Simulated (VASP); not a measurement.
Write the native input for VASP 6.6.1 that does the following.

```yaml
Task: single point
Functional: PBEsol
Potentials_or_basis: VASP PAW PBE potentials, release 64 (Be, Pb_d, O)
Cutoff: 520 eV
k_mesh: 8 × 8 × 2
Occupations: fermi-dirac, width 0.05 eV
Spin: no spin polarisation
Dipole_correction: no
Further_INCAR_settings: ALGO = Normal; EDIFF = 1e-06; NBANDS = 48
```

The structure of Be2PbO3 lies in POSCAR:

```
Be2PbO3
1.0
    3.8146992266      0.0127696745      0.0002615901
   -3.8274578098      3.8027547393      0.0048773189
   -0.0006270903     -0.0125399626      9.3372527414
Be Pb O
4 2 6
Direct
    0.4410269283      0.2603738397      0.9045267182
    0.9073750442      0.2267314199      0.1077125695
    0.3737876463      0.7267364207      0.9045278796
    0.9074138164      0.7603706575      0.1077145399
   -0.0925971353     -0.0064113715      0.6602063512
   -0.0925437564      0.4935734419      0.3520335403
    0.4073970579      0.4935508428      0.2115734439
    0.4074025685     -0.0064431452      0.8006666779
   -0.0925989970     -0.0064457045     -0.0001580282
    0.4074015569      0.9935551790      0.2115900842
    0.4074116741      0.4935603569      0.8006501402
   -0.0925963282      0.4935559341      0.0123981545
```

The input as run:

INCAR

```
SYSTEM = Be2PbO3
  ALGO = Normal
  EDIFF = 1E-6
  ENCUT = 520
  GGA = PS
  ISIF = 2
  ISMEAR = -1
  LASPH = .TRUE.
  LCHARG = .TRUE.
  LELF = .TRUE.
  LREAL = .FALSE.
  LVHAR = .TRUE.
  LWAVE = .FALSE.
  NBANDS = 48
  NELM = 80
  PREC = Accurate
  SIGMA = 0.05
```

KPOINTS

```
k-points
0
G
  8 8 2
  0 0 0
```

Potentials or basis: VASP PAW PBE potentials, release 64 (Be, Pb_d, O).

The run is started by

```console
$ cat potpaw_PBE.64/Be/POTCAR potpaw_PBE.64/Pb_d/POTCAR potpaw_PBE.64/O/POTCAR > POTCAR
$ mpirun -np 1 vasp_std > vasp.out
```

Results of the run:

- Pressure: 0.3 GPa
- Largest force: 0.047 eV/Å
- Band gap on the k mesh: 2.25 eV

Caveat: the PAW data sets were made with another functional, which shifts forces and pressure a little; spin-orbit coupling is left out, which moves the levels of the heavy elements.

Wall time 14 min on 1 thread of AMD EPYC 7R43 64-Core Processor (Zen 3), on a shared host, peak memory 0.46 GiB.
